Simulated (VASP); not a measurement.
Runs of VASP 6.6.1 on W6C. The structure is that of space group Im-3m (No. 229), or close to it. The cells are those of the table. 

```tsv
task	cell	k mesh	cutoff (eV)	k mesh for the DOS	occupations for the DOS	gap on the mesh (eV)	pressure (GPa)	largest force (eV/Å)
single point	a = 5.368 Å, angles 109.5°, 7 atoms	4 × 4 × 4	520	-	-	none	94.3	22.50
single point	a = 5.508 Å, angles 109.5°, 7 atoms	4 × 4 × 4	520	-	-	none	(a)	0.09
relaxation of cell and atoms	relaxed from a = 5.508 Å, angles 109.5°, 7 atoms	8 × 8 × 8	600	-	-	none	0.0	-
single point	a = 5.506 Å, angles 109.5°, 7 atoms	8 × 8 × 8	520	-	-	none	(b)	0.05
```

Alike in all rows: level PBE; potentials or basis VASP PAW PBE potentials, release 64 (W_sv, C); no spin polarisation; smearing gaussian 0.1 eV.

Problem. Fill in the values left out.

Solution. (a) 1.0; (b) 0.8.

Caveats: spin-orbit coupling is left out, which moves the levels of the heavy elements; forces of over 1 eV/Å act on the atoms, so gaps and moduli don't describe the material at rest (some runs).

A k mesh can miss the band edges, and the runs leave out spin-orbit coupling on W.

A gap of «none» marks levels without a gap at the run's occupations.
